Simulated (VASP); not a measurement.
# WBr2F2 (P-3m1) in VASP: single point with PBE

Aim: the single point of WBr2F2 with PBE.

Everything below comes from runs of VASP 6.6.1. Logs are shortened: lines on timing, memory, paths and dates and some standing lists are left out, and cuts for length are marked.

### 1 The cell of the first run

Symmetry: P-3m1, No. 164, trigonal system. The conventional cell has a = 3.593 Å, b = 3.593 Å, c = 9.032 Å, α = 90.00°, β = 90.00°, γ = 120.00°. W (site symmetry -3m) has 6 F at 2.45 Å within 3.2 Å. Within 3.7 Å of Br (site symmetry 3m) lie 3 F at 2.69 Å and 9 Br at 3.59 to 3.64 Å and 3 W at 3.66 Å. F (site symmetry 3m) has 3 W at 2.45 Å and 3 Br at 2.69 Å within 3.2 Å.

The cell was generated, and may not be a known phase.

### 2 Single point, PBE

The input, INCAR:

```
SYSTEM = WBr2F2
ALGO = Normal
EDIFF = 1E-6
ENCUT = 600
GGA = PE
GGA_COMPAT = .FALSE.
ISIF = 2
ISMEAR = 0
LASPH = .TRUE.
LCHARG = .FALSE.
LREAL = .FALSE.
LWAVE = .FALSE.
NBANDS = 29
NELM = 120
PREC = Accurate
SIGMA = 0.1
```

The input, KPOINTS:

```
k-points
0
G
  6 6 2
  0 0 0
```

The input, POSCAR:

```
WBr2F2
1.0
    3.5934850000      0.0000000000      0.0000000000
   -1.7967425000      3.1120493000      0.0000000000
    0.0000000000      0.0000000000      9.0324625200
W Br F
1 2 2
Direct
    0.0000000000      0.0000000000      0.5000000000
    0.3333333300      0.6666666700      0.8342999800
    0.6666666700      0.3333333300      0.1657000200
    0.3333333300      0.6666666700      0.3547500100
    0.6666666700      0.3333333300      0.6452499900
```

Potentials or basis: VASP PAW PBE potentials, release 64 (W_sv, Br, F).

Launch:

```console
cat potpaw_PBE.64/W_sv/POTCAR potpaw_PBE.64/Br/POTCAR potpaw_PBE.64/F/POTCAR > POTCAR
mpirun -np 1 vasp_std > vasp.out
```

OUTCAR:

```text
SYSTEM = WBr2F2
   EDIFF = 1E-6
   ENCUT = 600
   GGA = PE
   ISIF = 2
   ISMEAR = 0
   LASPH = .TRUE.
   LREAL = .FALSE.
   NELM = 120
   PREC = Accurate

 ion  position               nearest neighbor table
   1  0.000  0.000  0.500-   4 2.45   5 2.45   5 2.45   4 2.45   5 2.45   4 2.45
   2  0.333  0.667  0.834-
   3  0.667  0.333  0.166-
   4  0.333  0.667  0.355-   1 2.45   1 2.45   1 2.45
   5  0.667  0.333  0.645-   1 2.45   1 2.45   1 2.45

  LATTYP: Found a hexagonal cell.
 ALAT       =     3.5934850000
 C/A-ratio  =     2.5135662233

  Lattice vectors:

 A1 = (   3.5934850000,   0.0000000000,   0.0000000000)
 A2 = (  -1.7967425000,   3.1120493000,   0.0000000000)
 A3 = (   0.0000000000,   0.0000000000,   9.0324625200)

Analysis of symmetry for initial positions (statically):
=====================================================================
 Subroutine PRICEL returns:
 Original cell was already a primitive cell.

 Routine SETGRP: Setting up the symmetry group for a
 hexagonal supercell.

 Subroutine GETGRP returns: Found 12 space group operations
 (whereof 12 operations were pure point group operations)
 out of a pool of 24 trial point group operations.

The static configuration has the point symmetry D_3d.

Analysis of symmetry for dynamics (positions and initial velocities):
=====================================================================
 Subroutine PRICEL returns:
 Original cell was already a primitive cell.

 Routine SETGRP: Setting up the symmetry group for a
 hexagonal supercell.

 Subroutine GETGRP returns: Found 12 space group operations
 (whereof 12 operations were pure point group operations)
 out of a pool of 24 trial point group operations.

The dynamic configuration has the point symmetry D_3d.

 Subroutine INISYM returns: Found 12 space group operations
 (whereof 12 operations are pure point group operations),
 and found     1 'primitive' translations

----------------------------------------------------------------------------------------

                                     Primitive cell

  volume of cell :     101.0110

  direct lattice vectors                    reciprocal lattice vectors
     3.593485000  0.000000000  0.000000000     0.278281390  0.160665835  0.000000000
    -1.796742500  3.112049300  0.000000000     0.000000000  0.321331670  0.000000000
     0.000000000  0.000000000  9.032462520     0.000000000  0.000000000  0.110711780

  length of vectors
     3.593485000  3.593485002  9.032462520     0.321331671  0.321331670  0.110711780

  position of ions in fractional coordinates (direct lattice)
     0.000000000  0.000000000  0.500000000
     0.333333330  0.666666670  0.834299980
     0.666666670  0.333333330  0.165700020
     0.333333330  0.666666670  0.354750010
     0.666666670  0.333333330  0.645249990

  ion indices of the primitive-cell ions
   primitive index   ion index
                 1           1
                 2           2
                 3           3
                 4           4
                 5           5

----------------------------------------------------------------------------------------

 KPOINTS: k-points

Automatic generation of k-mesh.
 Grid dimensions read from file:
 generate k-points for:    6    6    2

 Generating k-lattice:

  Cartesian coordinates                     Fractional coordinates (reciprocal lattice)
     0.046380232  0.026777639  0.000000000     0.166666667  0.000000000  0.000000000
     0.000000000  0.053555278  0.000000000     0.000000000  0.166666667  0.000000000
     0.000000000  0.000000000  0.055355890     0.000000000  0.000000000  0.500000000

  Length of vectors
     0.053555278  0.053555278  0.055355890

  Shift w.r.t. Gamma in fractional coordinates (k-lattice)
     0.000000000  0.000000000  0.000000000

 Subroutine IBZKPT returns following result:
 ===========================================

 Found     14 irreducible k-points:

 Following reciprocal coordinates:
            Coordinates               Weight
  0.000000  0.000000  0.000000      1.000000
  0.166667 -0.000000  0.000000      6.000000
  0.333333  0.000000  0.000000      6.000000
  0.500000 -0.000000  0.000000      3.000000
  0.166667  0.166667  0.000000      6.000000
  0.333333  0.166667  0.000000     12.000000
  0.333333  0.333333  0.000000      2.000000
  0.000000  0.000000  0.500000      1.000000
  0.166667 -0.000000  0.500000      6.000000
  0.333333  0.000000  0.500000      6.000000
  0.500000 -0.000000  0.500000      3.000000
  0.166667  0.166667  0.500000      6.000000
  0.333333  0.166667  0.500000     12.000000
  0.333333  0.333333  0.500000      2.000000
   k-points           NKPTS =     14   k-points in BZ     NKDIM =     14   number of bands    NBANDS=     29
   number of dos      NEDOS =    301   number of ions     NIONS =      5
   total plane-waves  NPLWV =  64800
   dimension x,y,z NGX =    30 NGY =   30 NGZ =   72
   dimension x,y,z NGXF=    60 NGYF=   60 NGZF=  144
   ions per type =               1   2   2
   NGX,Y,Z   is equivalent  to a cutoff of  13.88, 13.88, 13.25 a.u.
   NGXF,Y,Z  is equivalent  to a cutoff of  27.76, 27.76, 26.50 a.u.
 SYSTEM =  WBr2F2
   PREC   = accura    normal or accurate (medium, high low for compatibility)
   ISTART =      0    job   : 0-new  1-cont  2-samecut
   ICHARG =      2    charge: 1-file 2-atom 10-const
   ISPIN  =      1    spin polarized calculation?
   LNONCOLLINEAR =      F non collinear calculations
   LSORBIT =      F    spin-orbit coupling
   LASPH  =      T    aspherical Exc in radial PAW
   ENCUT  =  600.0 eV  44.10 Ry    6.64 a.u.   7.18  7.18 18.04*2*pi/ulx,y,z
   NELM   =    120;   NELMIN=  2; NELMDL= -5     # of ELM steps
   EDIFF  = 0.1E-05   stopping-criterion for ELM
   LREAL  =      F    real-space projection
   EDIFFG = 0.1E-04   stopping-criterion for IOM
   NSW    =      0    number of steps for IOM
   IBRION =     -1    ionic relax: 0-MD 1-quasi-New 2-CG
   NFREE  =      0    steps in history (QN), initial steepest desc. (CG)
   ISIF   =      2    stress and relaxation
   ISYM   =      2    0-nonsym 1-usesym 2-fastsym
   POTIM  = 0.5000    time-step for ionic-motion
   TEBEG  =    0.0;   TEEND  =   0.0 temperature during run
   PSTRESS=    0.0 pullay stress
   NELECT =      42.0000    total number of electrons
   NUPDOWN=      -1.0000    fix difference up-down
   EMIN   =  10.00;   EMAX   =-10.00  energy-range for DOS
   EFERMI =   0.00;   METHOD = LEGACY
   ISMEAR =     0;   SIGMA  =   0.10  broadening in eV -4-tet -1-fermi 0-gaus
   EFERMI_NEDOS =   21; number of points for ismear=-14 and -15
   IALGO  =     38    algorithm
   IMIX   =      4    mixing-type and parameters
     AMIX     =   0.40;   BMIX     =  1.00
     AMIX_MAG =   1.60;   BMIX_MAG =  1.00
  volume/ion in A,a.u.               =      20.20       136.33
  Fermi-wavevector in a.u.,A,eV,Ry     =   1.221898  2.309053 20.313985  1.493036
  Thomas-Fermi vector in A             =   2.357064
   LORBIT       =      0    0 simple, 1 ext, 2 COOP (PROOUT), +10 PAW based schemes
   GGA     = PE    functional components
   LHFCALC =     F    Hartree Fock is set to
   AEXX    =    0.0000 exact exchange contribution
   IVDW    =     0    specifies the selected vdW correction
   LEPSILON=     F    determine dielectric tensor
   LRPA    =     F    only Hartree local field effects (RPA)
 non-spin polarized calculation
 Gauss-broadening in eV      SIGMA  =   0.10
  energy-cutoff  :      600.00
  volume of cell :      101.01
 maximum number of plane-waves:      3404
 NGX is ok and might be reduce to    30
   NGX = 15   NGY = 15   NGZ = 37

 number of electron      41.9999987 magnetization

 Free energy of the ion-electron system (eV)
  ---------------------------------------------------
  ext. energy  EPLUGINS =         0.00000000
  ---------------------------------------------------
  free energy    TOTEN  =       -18.35060307 eV

  energy without entropy =      -18.31489500  energy(sigma->0) =      -18.33274904

 E-fermi :   2.1757     XC(G=0):  -9.6680

 val. band max:        2.1680194553   @ k =   0.3333   0.0000   0.0000
 cond. band min:       2.2097523242   @ k =   0.3333   0.3333   0.5000
 fundamental gap:      0.0417328688
 Fermi energy:         2.1757006064

 k-point     1 :       0.0000    0.0000    0.0000
  band No.  band energies     occupation
      1     -73.3564      2.00000
      2     -37.4440      2.00000
      3     -37.3617      2.00000
      4     -37.3617      2.00000
      5     -21.7802      2.00000
      6     -21.5982      2.00000
[... 21 lines left out ...]
     28      10.6190      0.00000
     29      10.8423      0.00000

 k-point     2 :       0.1667   -0.0000    0.0000
  band No.  band energies     occupation
      1     -73.3559      2.00000
      2     -37.4407      2.00000
      3     -37.3806      2.00000
      4     -37.3661      2.00000
      5     -21.7373      2.00000
      6     -21.6051      2.00000
[... 21 lines left out ...]
     28      11.3780      0.00000
     29      11.5766      0.00000

 k-point     3 :       0.3333    0.0000    0.0000
  band No.  band energies     occupation
      1     -73.3547      2.00000
      2     -37.4344      2.00000
      3     -37.4179      2.00000
      4     -37.3748      2.00000
      5     -21.6612      2.00000
      6     -21.6090      2.00000
[... 21 lines left out ...]
     28       9.4374      0.00000
     29      11.1981      0.00000

 k-point     4 :       0.5000   -0.0000    0.0000
  band No.  band energies     occupation
      1     -73.3542      2.00000
      2     -37.4375      2.00000
      3     -37.4302      2.00000
      4     -37.3792      2.00000
      5     -21.6474      2.00000
      6     -21.5867      2.00000
[... 277 lines left out ...]
     28      10.7464      0.00000
     29      11.6771      0.00000

 k-point    13 :       0.3333    0.1667    0.5000
  band No.  band energies     occupation
      1     -73.3542      2.00000
      2     -37.4315      2.00000
      3     -37.4266      2.00000
      4     -37.3890      2.00000
      5     -21.6324      2.00000
      6     -21.6020      2.00000
[... 21 lines left out ...]
     28       9.9100      0.00000
     29      11.4629      0.00000

 k-point    14 :       0.3333    0.3333    0.5000
  band No.  band energies     occupation
      1     -73.3539      2.00000
      2     -37.4294      2.00000
      3     -37.4138      2.00000
      4     -37.4138      2.00000
      5     -21.6083      2.00000
      6     -21.6083      2.00000
[... 21 lines left out ...]
     28       9.2305      0.00000
     29       9.9473      0.00000

------------------------ aborting loop because EDIFF is reached ----------------------------------------

  FORCE on cell =-STRESS in cart. coord.  units (eV):
  Direction    XX          YY          ZZ          XY          YZ          ZX
  --------------------------------------------------------------------------------------
  -------------------------------------------------------------------------------------
  Total       -6.3248026     -6.3248026     -4.0748411      0.0000000      0.0000000      0.0000000
  in kB     -100.3203603   -100.3203605    -64.6327731      0.0000000      0.0000000      0.0000000
  external PRESSURE =     -88.4244980 kB  Pullay stress =       0.0000000 kB

 VOLUME and BASIS-vectors are now :
 -----------------------------------------------------------------------------
  energy-cutoff  :      600.00
  volume of cell :      101.01
      direct lattice vectors                 reciprocal lattice vectors
     3.593485000  0.000000000  0.000000000     0.278281390  0.160665835  0.000000000
    -1.796742500  3.112049300  0.000000000     0.000000000  0.321331670  0.000000000
     0.000000000  0.000000000  9.032462520     0.000000000  0.000000000  0.110711780

 POSITION                                       TOTAL-FORCE (eV/Angst)
 -----------------------------------------------------------------------------------
      0.00000      0.00000      4.51623         0.000000      0.000000      0.000000
     -0.00000      2.07470      7.53578        -0.000000      0.000000      0.609927
      1.79674      1.03735      1.49668         0.000000     -0.000000     -0.609927
     -0.00000      2.07470      3.20427        -0.000000     -0.000000      3.101900
      1.79674      1.03735      5.82820         0.000000      0.000000     -3.101900
 -----------------------------------------------------------------------------------
    total drift:                               -0.000000     -0.000000      0.000000

  FREE ENERGIE OF THE ION-ELECTRON SYSTEM (eV)
  ---------------------------------------------------
  free  energy   TOTEN  =       -18.3506030735 eV

  energy  without entropy=      -18.3148949993  energy(sigma->0) =      -18.33274904
```

Wall time 2.4 min (1 thread of Intel Xeon 8259CL, shared host); peak memory 0.27 GiB.

Results:

* Free energy: -18.3506 eV
* Pressure: -8.8 GPa
* Largest force: 3.102 eV/Å
* Band gap on the k mesh: zero (bands 21 and 22 overlap by 0.30 eV)

Forces in eV/Å, atoms in the order of the input:
```
W    0.000  0.000  0.000
Br   0.000  0.000  0.610
Br   0.000  0.000 -0.610
F    0.000  0.000  3.102
F    0.000  0.000 -3.102
```

Stress tensor (GPa, compression positive):
```
-10.03   0.00   0.00
  0.00 -10.03   0.00
  0.00   0.00  -6.46
```

Caveat: the cell stands under tension; spin-orbit coupling is left out, which moves the levels of the heavy elements; this functional lacks dispersion, which binds layers or chains, so the pressure and a relaxed spacing across them are unreliable; forces of over 1 eV/Å act on the atoms, so gaps and moduli don't describe the material at rest.

The gap in the log of VASP goes by the Fermi energy; the results here count the filled bands.